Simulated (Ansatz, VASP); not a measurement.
# Mg: VASP beside Ansatz

File INCAR:

```
  PREC = Accurate
  ENCUT = 520
  EDIFF = 1E-6
  ISMEAR = -1
  SIGMA = 0.03
  LREAL = F
  LASPH = T
  NELM = 80
  ALGO = Normal
  ISIF = 2
  LWAVE = F
  LCHARG = F
  GGA = PE
  NBANDS = 7
```

The input KPOINTS:

```
regular mesh
0
Gamma
  16 16 16
```

File POSCAR:

```
Mg
1.0
    0.0000000000      2.2442560000      2.1769283200
    2.2442560000      0.0000000000      2.1769283200
    2.2442560000      2.2442560000      0.0000000000
Mg
1
Direct
    0.0000000000      0.0000000000      0.0000000000
```

Input for Ansatz:

```yaml
crystal:
  lattice:
    - [0.0, 2.244256, 2.17692832]
    - [2.244256, 0.0, 2.17692832]
    - [2.244256, 2.244256, 0.0]
  atoms:
    - { symbol: Mg, position: [0.0, 0.0, 0.0] }
kpoints:
  mp_grid: { grid: [16, 16, 16] }
  band_path:
    path:
      - [0.0, 0.0, 0.0]
      - [0.0, 0.5, 0.5]
      - [0.25, 0.75, 0.5]
      - [0.0, 0.5, 0.0]
      - [0.0, 0.0, 0.0]
      - [0.5, 0.5, 0.0]
      - [0.3828515251, 0.6171484749, 0.0]
      - [-0.3828515251, 0.3828515251, 0.0]
      - [0.0, 0.0, 0.0]
    npoints: 5
scf:
  occupations: { method: fermi_dirac, width: 0.03 }
hamiltonian:
  xc: pbe
  pseudopotentials: { kind: all_electron, lapw: { basis_error: 0.001 } }
output:
  forces: true
  stress: true
  eigenvalues: true
```

Change from the starting cell: zz strain of -3 %.

Alike in both runs: task single point; functional PBE; k mesh 16 × 16 × 16; occupations fermi-dirac, width 0.03 eV; no spin polarisation.

```csv
,VASP,Ansatz
version,VASP 6.6.1,Ansatz 0.2.0
potentials or method,"VASP PAW PBE potentials, release 64 (Mg), cutoff 520 eV","all-electron LAPW, scalar-relativistic"
```

Ansatz gave:

```
pressure (GPa) : 2.0
```

Task: Which values does VASP return?

Result: Pressure (GPa): 1.9.

Ansatz ran all-electron here, and VASP with PAW potentials.
